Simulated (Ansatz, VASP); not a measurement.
## Two plane-wave programs on SnO2

```
Sn O
1.0
     4.69937    0.00000    0.00000
     0.00000    5.39415    0.00000
     0.00000    0.00000    5.19923
Sn O
4 8
Direct
  0.50000 0.66734 0.75000
  0.00000 0.83266 0.25000
  0.50000 0.33266 0.25000
  0.00000 0.16734 0.75000
  0.73093 0.60502 0.07769
  0.23093 0.89498 0.92231
  0.76907 0.89498 0.57769
  0.26907 0.60502 0.42231
  0.73093 0.39498 0.57769
  0.23093 0.10502 0.42231
  0.76907 0.10502 0.07769
  0.26907 0.39498 0.92231
```

Change from the starting cell: volume 10.983 Å^3 an atom, stretch along b over the lengths across it, relative to the relaxed cell 0.9480.

Alike in both runs: task single point; functional LDA; k mesh 6 × 6 × 6; occupations gaussian, width 0.05 eV; no spin polarisation.

|  | VASP | Ansatz |
| --- | --- | --- |
| version | VASP 6.6.1 | Ansatz 0.2.0 |
| potentials or method | VASP PAW LDA potentials, release 64 (Sn_d, O), cutoff 520 eV | scalar-relativistic, plane waves, PAW |
| valence electrons in the cell | 104 | 104 |

```csv
,VASP,Ansatz,Ansatz less VASP
gap on the k mesh at the Fermi level (eV),2.04,2.01,-0.031
least direct gap on the mesh (eV),2.04,2.01,-0.031
pressure (GPa),15.2,13.4,-1.76
"traceless stress, the component that is largest in VASP (GPa)",6.90,6.92,+0.023
rms of the force components (eV/Å),0.161,0.149,-0.0122
```

Ansatz warns that its potentials were made for another functional, while VASP's fit it. LDA's correlation is that of Perdew and Zunger in VASP and of Perdew and Wang (1992) in Ansatz. Atom by atom the forces differ by 0.016 eV/Å (rms over components).
